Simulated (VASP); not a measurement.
Here is a VASP 6.6.1 calculation.

Contents of INCAR:

```
SYSTEM = Mg2NCl
ALGO = Normal
EDIFF = 1E-6
ENCUT = 520
GGA = PS
ISIF = 2
ISMEAR = 0
IVDW = 13
LASPH = .TRUE.
LCHARG = .TRUE.
LELF = .TRUE.
LREAL = .FALSE.
LVHAR = .TRUE.
LWAVE = .FALSE.
NBANDS = 16
NELM = 60
PREC = Accurate
SIGMA = 0.01
```

Contents of KPOINTS:

```
k-points
0
G
  6 6 6
  0 0 0
```

Contents of POSCAR:

```
Mg2NCl
1.0
    1.6466125277      0.9506721861      5.9379615109
   -1.6466125277      0.9506721861      5.9379615109
    0.0000000000     -1.9013443722      5.9379615109
Mg N Cl
2 1 1
Direct
    0.2229104120      0.2229104120      0.2229104120
    0.7770895880      0.7770895880      0.7770895880
    0.5000000000      0.5000000000      0.5000000000
    0.0000000000      0.0000000000      0.0000000000
```

Potentials or basis: VASP PAW PBE potentials, release 64 (Mg, N, Cl).

Launch:

```bash
$ cat potpaw_PBE.64/Mg/POTCAR potpaw_PBE.64/N/POTCAR potpaw_PBE.64/Cl/POTCAR > POTCAR
$ mpirun -np 1 vasp_std > vasp.out
```

(1) Estimate the pressure.

(2) Predict the largest force.

(3) What does it give for the dispersion energy per atom?

(4) Predict the band gap on the k mesh.

Answers

(1) -1.8 GPa.

(2) 0.013 eV/Å.

(3) -0.103 eV.

(4) 2.34 eV.

Caveat: the PAW data sets were made with another functional, which shifts forces and pressure a little.
